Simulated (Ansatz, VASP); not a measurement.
**One calculation of BN, two programs**

Contents of POSCAR:

```
BN
1.0
    2.5185105013      0.0000000000      0.0000000000
   -1.2592552506      2.1810940738      0.0000000000
    0.0000000000      0.0000000000      4.2124674919
B N
2 2
Direct
    0.3333333333      0.6666666667      0.0002865849
    0.6666666667      0.3333333333      0.5002865849
    0.3333333333      0.6666666667      0.3747134151
    0.6666666667      0.3333333333      0.8747134151
```

The input INCAR.step1:

```
ALGO = Normal
EDIFF = 1E-4
ENCUT = 520
GGA = PE
ISMEAR = 0
LASPH = T
LCHARG = F
LREAL = F
LWAVE = T
NBANDS = 16
NELM = 60
PREC = Accurate
SIGMA = 0.01
```

The input INCAR.step2:

```
ALGO = Normal
EDIFF = 1E-6
ENCUT = 520
ISIF = 2
ISMEAR = 0
ISTART = 1
LASPH = T
LCHARG = F
LMIXTAU = T
LREAL = F
LWAVE = F
METAGGA = R2SCAN
NBANDS = 16
NELM = 60
PREC = Accurate
SIGMA = 0.01
```

The input KPOINTS:

```
k-points
0
Gamma
  12 12 6
```

Input for Ansatz:

```yaml
crystal:
  lattice:
    - [2.5185105013, 0.0, 0.0]
    - [-1.2592552506, 2.1810940738, 0.0]
    - [0.0, 0.0, 4.2124674919]
  atoms:
    - { symbol: B, position: [0.3333333333, 0.6666666667, 0.0002865849] }
    - { symbol: B, position: [0.6666666667, 0.3333333333, 0.5002865849] }
    - { symbol: "N", position: [0.3333333333, 0.6666666667, 0.3747134151] }
    - { symbol: "N", position: [0.6666666667, 0.3333333333, 0.8747134151] }
kpoints:
  mp_grid: { grid: [12, 12, 6] }
  band_path:
    path:
      - [0.0, 0.0, 0.0]
      - [0.5, 0.0, 0.0]
      - [0.3333333333, 0.3333333333, 0.0]
      - [0.0, 0.0, 0.5]
      - [0.5, 0.0, 0.5]
      - [0.3333333333, 0.3333333333, 0.5]
      - [0.1, 0.0, 0.0]
    npoints: 1
hamiltonian:
  xc: r2scan
scf:
  occupations: { method: fixed }
  n_extra_bands: 5
output:
  forces: true
  stress: true
  eigenvalues: true
```

Change from the starting cell: epitaxial_xy strain -1.0%.

Alike in both runs: task single point; functional r2SCAN; k mesh 12 × 12 × 6; no spin polarisation.

|  | VASP | Ansatz |
| --- | --- | --- |
| version | VASP 6.6.1 | Ansatz 0.2.0 |
| potentials or method | VASP PAW PBE potentials, release 64 (B, N) | plane waves, PAW |
| plane-wave cutoff (eV) | 520 | 500 |
| occupations | gaussian, width 0.01 eV | fixed |
| valence electrons in the cell | 16 | 16 |

VASP gave:

```
gap on the k mesh at the Fermi level (eV)                     : 5.64
pressure (GPa)                                                : 8.9
traceless stress, the component that is largest in VASP (GPa) : -7.77
rms of the force components (eV/Å)                            : 0.004
```

**Question.** What did Ansatz give for the same quantities?

**Answer.** gap on the k mesh at the Fermi level (eV): 5.67; pressure (GPa): 7.7; traceless stress, the component that is largest in VASP (GPa): -7.73; rms of the force components (eV/Å): 0.000.

VASP's potentials were made for PBE, not for r2SCAN. Atom by atom the forces differ by 0.004 eV/Å (rms over components).
